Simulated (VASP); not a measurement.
Runs of VASP 6.6.1 on Pt. The structure is that of space group P6_3/mmc (No. 194), or close to it. The cells are those of the table. This isn't the form of Pt at room conditions, which is fcc.

| cell | k mesh | gap on the mesh (eV) | pressure (GPa) |
| --- | --- | --- | --- |
| a = 2.689, b = 2.689, c = 9.026 Å, angles 90.0, 90.0, 120.0°, 4 atoms | 15 × 15 × 4 | none | 29.1 |
| a = 2.765, b = 2.765, c = 9.281 Å, angles 90.0, 90.0, 120.0°, 4 atoms | 13 × 13 × 4 | none | 0.7 |
| a = 2.727, b = 2.727, c = 9.155 Å, angles 90.0, 90.0, 120.0°, 4 atoms | 15 × 15 × 4 | none | (a) |
| a = 2.649, b = 2.649, c = 8.894 Å, angles 90.0, 90.0, 120.0°, 4 atoms | 15 × 15 × 4 | none | 49.8 |
| a = 2.765, b = 2.765, c = 9.281 Å, angles 90.0, 90.0, 120.0°, 4 atoms | 15 × 15 × 4 | none | 0.7 |

Alike in all rows: task single point; level r2SCAN; potentials or basis VASP PAW PBE potentials, release 64 (Pt); no spin polarisation; cutoff (eV) 550; smearing fermi-dirac 0.1 eV.

Q: Fill in the values left out.

A: (a) 13.1.

Caveats: the PAW data sets were made with another functional, which shifts forces and pressure a little; spin-orbit coupling is left out, which moves the levels of the heavy elements; the cell stands under pressure (at least some runs).

A k mesh can miss the band edges, and the runs leave out spin-orbit coupling on Pt.

A gap of «none» marks levels without a gap at the run's occupations.
